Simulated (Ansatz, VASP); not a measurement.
One calculation of ZnSe, two programs

```
Zn Se
1.0
     3.21342    0.00000    0.00000
     0.00000    3.21342    0.00000
     0.00000    0.00000    3.21342
Zn Se
1 1
Direct
  0.00000 0.00000 0.00000
  0.50000 0.50000 0.50000
```

Change from the starting cell: volume scaled by 0.88, PAW files.

Alike in both runs: task single point; functional PBE; k mesh 15 × 15 × 15; occupations fermi-dirac, width 0.08 eV; no spin polarisation.

```csv
,VASP,Ansatz
version,VASP 6.6.1,Ansatz 0.2.0
potentials or method,"VASP PAW PBE potentials, release 64 (Zn, Se)","PAW with Ansatz's default frozen-core files, scalar-relativistic"
plane-wave cutoff (eV),520,420
valence electrons in the cell,18,28
```

```csv
,VASP,Ansatz,Ansatz less VASP
pressure (GPa),11.1,10.8,-0.27
```

With one functional, cell and mesh, what is left measures potentials, basis and numerics. VASP's potentials hold 18 valence electrons a cell and Ansatz's 28, so a difference there can come from the potentials and not from the codes.
